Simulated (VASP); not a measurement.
A run of VASP 6.6.1:

Contents of INCAR:

```
SYSTEM = GaCo
ALGO = Normal ; EDIFF = 1E-6
ENCUT = 520 ; GGA = PS
ISIF = 2 ; ISMEAR = 0
LASPH = .True. ; LCHARG = .False.
LREAL = .False. ; LWAVE = .False.
NBANDS = 18 ; NELM = 100
PREC = Accurate ; SIGMA = 0.1
```

Contents of KPOINTS:

```
k-points
0
Gamma
  12 12 12
  0 0 0
```

Contents of POSCAR:

```
GaCo
1.0
    2.8621655518      0.0000000000      0.0000000000
    0.0000000000      2.8621655518      0.0000000000
    0.0000000000      0.0000000000      2.8124058901
Ga Co
1 1
Direct
    0.0000000000      0.0000000000      0.0000000000
    0.5000000000      0.5000000000      0.5000000000
```

Potentials or basis: VASP PAW PBE potentials, release 64 (Ga_d, Co).

The run is started by

```console
$ cat potpaw_PBE.64/Ga_d/POTCAR potpaw_PBE.64/Co/POTCAR > POTCAR
$ mpirun -np 1 vasp_std > vasp.out
```

Hardware: 1 thread of AMD EPYC 7571 (shared host).

Question: Estimate the wall time of this run.

Answer: It took 2.1 min on 1 thread of AMD EPYC 7571, with other jobs on the host, peak memory 0.18 GiB. Counts: scf iterations 12, k points 196.
